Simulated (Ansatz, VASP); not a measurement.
## Zr in VASP and in Ansatz

```
Zr
1.0
     4.95239    0.00000    0.00000
    -2.47620    4.28890    0.00000
     0.00000    0.00000    4.80837
Zr
4
Direct
  0.00000 0.00000 0.25000
  0.00000 0.00000 0.75000
  0.33333 0.66667 0.75000
  0.66667 0.33333 0.25000
```

Alike in both runs: functional PBEsol; k mesh 6 × 6 × 2; occupations gaussian, width 0.1 eV; no spin polarisation.

Ansatz relaxed the structure, and its values are those at the end. VASP's run is a single point on that final structure, the one shown.

```csv
,VASP,Ansatz
version,VASP 6.6.1,Ansatz 0.2.0
potentials or method,"VASP PAW PBE potentials, release 64 (Zr_sv), cutoff 520 eV","scalar-relativistic, plane waves, PAW"
valence electrons in the cell,48,48
```

Ansatz gave:

| Item | Value |
| --- | --- |
| gap on the k mesh at the Fermi level (eV) | none |
| pressure (GPa) | 0.0 |

Problem. What did VASP give for the same quantities?

Solution. gap on the k mesh at the Fermi level (eV): none; pressure (GPa): 0.2.

VASP's potentials were made for PBE, not for PBEsol. A gap of «none» marks a metal or a gap that the smearing closes.

The k mesh is coarse, so the values compare programs but aren't converged.
